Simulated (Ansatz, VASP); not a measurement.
**PbS in VASP and in Ansatz**

File INCAR:

```
SYSTEM = PbS
PREC = Accurate
ENCUT = 520
EDIFF = 1E-8
ISMEAR = -1
SIGMA = 0.01
LREAL = .False.
LASPH = .True.
NELM = 80
ALGO = Normal
ISIF = 2
LWAVE = .False.
LCHARG = .False.
GGA = CA
LEFG = .True.
NBANDS = 17
```

KPOINTS

```
Automatic mesh
0
Gamma
  8 8 8
  0 0 0
```

Contents of POSCAR:

```
PbS
1.0
   -0.0296500000      2.9501750000      2.9501750000
    2.9501750000     -0.0296500000      2.9501750000
    2.9501750000      2.9501750000     -0.0296500000
Pb S
1 1
Direct
    0.0000000000      0.0000000000      0.0000000000
    0.5000000000      0.5000000000      0.5000000000
```

Input for Ansatz:

```yaml
crystal:
  lattice:
    - [-0.02965, 2.950175, 2.950175]
    - [2.950175, -0.02965, 2.950175]
    - [2.950175, 2.950175, -0.02965]
  atoms:
    - { symbol: Pb, position: [0.0, 0.0, 0.0] }
    - { symbol: S, position: [0.5, 0.5, 0.5] }
kpoints:
  mp_grid: { grid: [8, 8, 8] }
scf:
  occupations: { method: fermi_dirac, width: 0.01 }
hamiltonian:
  xc: lda
  pseudopotentials: { kind: all_electron, datasets: crystal }
output:
  forces: true
  stress: true
  eigenvalues: true
  efg: { contact_densities: true }
```

Change from the starting cell: equal xy, yz and zx shear strains of -1 %, crystal datasets.

Alike in both runs: task electric field gradients; functional LDA; k mesh 8 × 8 × 8; occupations fermi-dirac, width 0.01 eV; no spin polarisation.

```csv
,VASP,Ansatz
version,VASP 6.6.1,Ansatz 0.2.0
potentials or method,"VASP PAW LDA potentials, release 64 (Pb_d, S), cutoff 520 eV","all-electron PAW with datasets made for the crystal, scalar-relativistic"
```

```tsv
	VASP	Ansatz	Ansatz less VASP
pressure (GPa)	-2.5	-2.5	-0.04
traceless stress, the component that is largest in VASP (GPa)	0.21	0.21	+0.001
size of Vzz on the site where it differs most (V/Å²)	2.3	4.5	+2.15
```

LDA's correlation is that of Perdew and Zunger in VASP and of Perdew and Wang (1992) in Ansatz. Ansatz ran all-electron here, and VASP with PAW potentials.

Spin-orbit coupling is off throughout.
